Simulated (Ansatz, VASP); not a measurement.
**One calculation of BaS, two programs**

```
Ba S
1.0
     0.03194    3.20972    3.20972
     3.20972    0.03194    3.20972
     3.20972    3.20972    0.03194
Ba S
1 1
Direct
  0.00000 0.00000 0.00000
  0.50000 0.50000 0.50000
```

Change from the starting cell: equal xy, yz and zx shear strains of +1 %.

Alike in both runs: task single point; functional LDA; k mesh 7 × 7 × 7; occupations fermi-dirac, width 0.01 eV; no spin polarisation.

|  | VASP | Ansatz |
| --- | --- | --- |
| version | VASP 6.6.1 | Ansatz 0.2.0 |
| potentials or method | VASP PAW LDA potentials, release 64 (Ba_sv, S), cutoff 520 eV | all-electron LAPW, scalar-relativistic |

Ansatz gave:

```
gap on the k mesh at the Fermi level (eV)                     : 2.05
pressure (GPa)                                                : -2.5
traceless stress, the component that is largest in VASP (GPa) : -0.20
```

Problem. What did VASP give for the same quantities?

Solution. gap on the k mesh at the Fermi level (eV): 1.95; pressure (GPa): -1.8; traceless stress, the component that is largest in VASP (GPa): -0.20.

LDA's correlation is that of Perdew and Zunger in VASP and of Perdew and Wang (1992) in Ansatz. Ansatz ran all-electron here, and VASP with PAW potentials.

Spin-orbit coupling is off throughout.
